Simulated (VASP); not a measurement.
Wanted: the native input for a VASP 6.6.1 run.

* Task: G0W0 quasiparticle levels
* Functional: PBE
* Potentials or basis: VASP PAW PBE potentials, release 64 (B_GW, N_GW)
* Cutoff: 500 eV
* k mesh: 2 × 2 × 2
* Occupations: gaussian, width 0.01 eV
* Spin: no spin polarisation
* Dipole correction: no
* GW scheme: G0W0
* GW iterations: 1
* Cutoff of the response function: 200
* Frequency points: 48
* Empty bands: 227
* Further INCAR settings: ALGO = EVGW0; EDIFF = 1e-08; NBANDS = 231

Crystal: BN.

```xyz
2
Lattice="0.0000 1.8080 1.8080 1.8080 0.0000 1.8080 1.8080 1.8080 0.0000" Properties=species:S:1:pos:R:3 pbc="T T T"
B     0.0000    0.0000    0.0000
N     0.9040    0.9040    0.9040
```

These files were run (other wordings do the same):

POSCAR

```
BN
1.0
    0.0000000000      1.8080000000      1.8080000000
    1.8080000000      0.0000000000      1.8080000000
    1.8080000000      1.8080000000      0.0000000000
B N
1 1
Direct
    0.0000000000      0.0000000000      0.0000000000
    0.2500000000      0.2500000000      0.2500000000
```

INCAR.step1

```
SYSTEM = BN
PREC = Accurate
ENCUT = 500
EDIFF = 1E-8
ISMEAR = 0
SIGMA = 0.01
LREAL = .False.
LASPH = .True.
NELM = 60
ALGO = Normal
LWAVE = .True.
LCHARG = .False.
GGA = PE
```

INCAR.step2

```
SYSTEM = BN
PREC = Accurate
ENCUT = 500
EDIFF = 1E-8
ISMEAR = 0
SIGMA = 0.01
LREAL = .False.
LASPH = .True.
NELM = 1
ALGO = Exact
LWAVE = .True.
LCHARG = .False.
GGA = PE
NBANDS = 231
LOPTICS = .True.
ISTART = 1
```

INCAR.step3

```
SYSTEM = BN
PREC = Accurate
ENCUT = 500
EDIFF = 1E-8
ISMEAR = 0
SIGMA = 0.01
LREAL = .False.
LASPH = .True.
ALGO = EVGW0
LWAVE = .False.
LCHARG = .False.
GGA = PE
NELMGW = 1
NBANDS = 231
ENCUTGW = 200
NOMEGA = 48
PRECFOCK = Fast
ISTART = 1
NBANDSGW = 12
```

KPOINTS

```
regular mesh
0
Gamma
  2 2 2
  0 0 0
```

Potentials or basis: VASP PAW PBE potentials, release 64 (B_GW, N_GW).

Run with:

```console
$ cat potpaw_PBE.64/B_GW/POTCAR potpaw_PBE.64/N_GW/POTCAR > POTCAR
$ cp INCAR.step1 INCAR
$ mpirun -np 1 vasp_std > vasp.out
$ cp INCAR.step2 INCAR
$ mpirun -np 1 vasp_std > vasp.out
$ cp INCAR.step3 INCAR
$ mpirun -np 1 vasp_std > vasp.out
```

It gave:

```yaml
Band_gap_on_the_k_mesh_mean-field_level: 4.09 eV, indirect (least direct gap 8.39 eV)
Quasiparticle_gap: 5.24 eV
Least_direct_quasiparticle_gap: 10.22 eV
```

Caveat: the k points lie up to 1.50 Å⁻¹ apart; bands, screening cutoff and mesh are small and nothing is extrapolated, so the quasiparticle values aren't converged.

It took 6.4 s on 1 thread of AMD EPYC 9R45 96-Core Processor (Zen 5), on a shared host, peak memory 0.1 GiB.
